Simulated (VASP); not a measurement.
Li2S: single point with LDA

Li2S:

```
S Li
1.0
     0.00000    2.84529    2.84529
     2.84529    0.00000    2.84529
     2.84529    2.84529    0.00000
S Li
1 2
Direct
  0.00000 0.00000 0.00000
  0.25000 0.25000 0.25000
  0.75000 0.75000 0.75000
```

```
Program                : VASP 6.6.1
Task                   : single point
Functional             : LDA
Potentials or basis    : VASP PAW LDA potentials, release 64 (S, Li_sv)
Cutoff                 : 750 eV
k mesh                 : 4 × 4 × 4
Occupations            : gaussian, width 0.01 eV
Spin                   : no spin polarisation
Dipole correction      : no
Further INCAR settings : ALGO = Normal; EDIFF = 1e-06; NBANDS = 13
```

```yaml
Pressure: -2.7 GPa
Band_gap_on_the_k_mesh: 3.16 eV (least direct gap 4.08 eV)
```

Levels at points of the mesh, in eV from the valence-band top:
```
           k point  band 3  band 4  band 5  band 6  band 7  band 8  band 9  band 10
(0.00, 0.00, 0.00)  -10.98    0.00    0.00    0.00    4.08    6.01    6.01     6.01
(0.50, 0.00, 0.00)  -10.54   -2.95   -0.53   -0.53    5.94    6.37    6.37     8.21
(0.50, 0.50, 0.00)  -10.42   -2.20   -1.47   -1.47    3.16    6.97   10.85    10.85
```

It took 6.8 s on 1 thread of Intel(R) Xeon(R) Platinum 8259CL CPU @ 2.50GHz (Skylake/Cascade Lake) (shared host), peak memory 0.16 GiB.

Caveat: the k points lie up to 0.48 Å⁻¹ apart. A k mesh can miss the band edges.
